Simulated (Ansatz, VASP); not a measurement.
AlGa2P3: VASP beside Ansatz

```
CELL_PARAMETERS angstrom
0.00000 -3.89466 0.00000
7.78933 0.00000 0.00000
-1.94733 1.94733 8.25766
ATOMIC_POSITIONS crystal
Al 0.50000 0.25000 0.00000
Al 0.50000 0.75000 0.00000
Ga 0.83333 0.41666 0.66665
Ga 0.83333 0.91666 0.66665
Ga 0.16667 0.08334 0.33335
Ga 0.16667 0.58334 0.33335
P 0.41704 0.45852 0.83407
P 0.41704 0.95852 0.83407
P 0.08296 0.29148 0.16593
P 0.08296 0.79148 0.16593
P 0.75000 0.12500 0.50000
P 0.75000 0.62500 0.50000
```

Alike in both runs: task single point; functional PBE; k mesh 4 × 2 × 4; occupations gaussian, width 0.1 eV; no spin polarisation.

|  | VASP | Ansatz |
| --- | --- | --- |
| version | VASP 6.6.1 | Ansatz 0.2.0 |
| potentials or method | VASP PAW PBE potentials, release 64 (Al, Ga_d, P), cutoff 520 eV | scalar-relativistic, plane waves, PAW |
| valence electrons in the cell | 88 | 88 |

|  | VASP | Ansatz | Ansatz less VASP |
| --- | --- | --- | --- |
| gap on the k mesh at the Fermi level (eV) | 1.66 | 1.66 | +0.001 |
| least direct gap on the mesh (eV) | 1.78 | 1.78 | +0.003 |
| pressure (GPa) | 0.1 | 0.1 | +0.06 |
| traceless stress, the component that is largest in VASP (GPa) | -0.59 | -0.59 | +0.001 |
| rms of the force components (eV/Å) | 0.007 | 0.005 | -0.0020 |

Atom by atom the forces differ by 0.002 eV/Å (rms over components). The functional is the same, so the differences come from potentials, cutoffs and numerics.
